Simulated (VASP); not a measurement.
A run of VASP 6.6.1 is set up as follows.

POSCAR

```
C13O
1.0
    3.6900000000      2.1304224933      0.0000000000
   -3.6900000000      2.1304224933      0.0000000000
    0.0000000000      0.0000000000     21.3500000000
C O
13 1
Direct
    0.0000000000      0.0000000000      0.5784543326
    0.3333333333      0.3333333333      0.5784543326
    0.0000000000      0.0000000000      0.4215456674
    0.3333333333      0.0000000000      0.4215456674
    0.3333333333      0.6666666667      0.5784543326
    0.6666666667      1.0000000000      0.5784543326
    0.3333333333      0.6666666667      0.4215456674
    0.6666666667      0.6666666667      0.4215456674
    0.6666666667      0.3333333333      0.5784543326
    1.0000000000      0.6666666667      0.5784543326
    0.6666666667      0.3333333333      0.4215456674
    1.0000000000      0.3333333333      0.4215456674
    0.0763153316      0.2610522726      0.7226752009
    0.2091912183      0.1283352755      0.7487671022
```

Contents of INCAR.step1:

```
ALGO     = Normal         # electronic algorithm
DIPOL    = 0.5 0.5 0.534
EDIFF    = 1E-4           # SCF threshold, eV
ENCUT    = 520            # plane-wave cutoff, eV
GGA      = PE             # functional
IDIPOL   = 3            
ISMEAR   = 0              # smearing method
LASPH    = T              # aspherical terms in the spheres
LCHARG   = F              # write CHGCAR
LDIPOL   = T            
LREAL    = F              # projectors in reciprocal space
LWAVE    = T              # write WAVECAR
NBANDS   = 42             # bands
NELM     = 100            # most SCF steps
PREC     = Accurate       # precision mode
SIGMA    = 0.05           # smearing width, eV
```

INCAR.step2

```
ALGO     = Normal         # electronic algorithm
BPARAM   = 11.95        
CPARAM   = 0.0093       
DIPOL    = 0.5 0.5 0.534
EDIFF    = 1E-6           # SCF threshold, eV
ENCUT    = 520            # plane-wave cutoff, eV
IDIPOL   = 3            
ISIF     = 2              # what is computed and relaxed
ISMEAR   = 0              # smearing method
ISTART   = 1            
IVDW_NL  = 2            
LASPH    = T              # aspherical terms in the spheres
LCHARG   = F              # write CHGCAR
LDIPOL   = T            
LMIXTAU  = T            
LREAL    = F              # projectors in reciprocal space
LUSE_VDW = T            
LWAVE    = F              # write WAVECAR
METAGGA  = R2SCAN         # meta-GGA
NBANDS   = 42             # bands
NELM     = 100            # most SCF steps
PREC     = Accurate       # precision mode
SIGMA    = 0.05           # smearing width, eV
```

The input KPOINTS:

```
k-points
0
Gamma
  6 6 1
```

Potentials or basis: VASP PAW PBE potentials, release 64 (C, O).

Command:

```console
$ cat potpaw_PBE.64/C/POTCAR potpaw_PBE.64/O/POTCAR > POTCAR
$ cp INCAR.step1 INCAR
$ mpirun -np 1 vasp_std > vasp.out
$ cp INCAR.step2 INCAR
$ mpirun -np 1 vasp_std > vasp.out
```

Task: Estimate the largest force.

Result: 1.064 eV/Å.

Task: What does it give for the band gap on the k mesh?

Result: Zero (filled and empty bands touch).

Forces on the atoms (eV/Å):
```
C    0.001  0.001 -0.038
C    0.004  0.009 -0.012
C    0.000  0.000  0.017
C    0.001  0.001 -0.008
C   -0.001 -0.005 -0.011
C   -0.012  0.002  0.016
C    0.000  0.000  0.017
C    0.000 -0.001 -0.008
C    0.000  0.003 -0.004
C    0.008 -0.011  0.021
C    0.000  0.000  0.017
C   -0.001  0.000 -0.010
C   -0.924  0.000 -0.526
O    0.924  0.000  0.528
```

Caveat: the PAW data sets were made with another functional, which shifts forces and pressure a little.
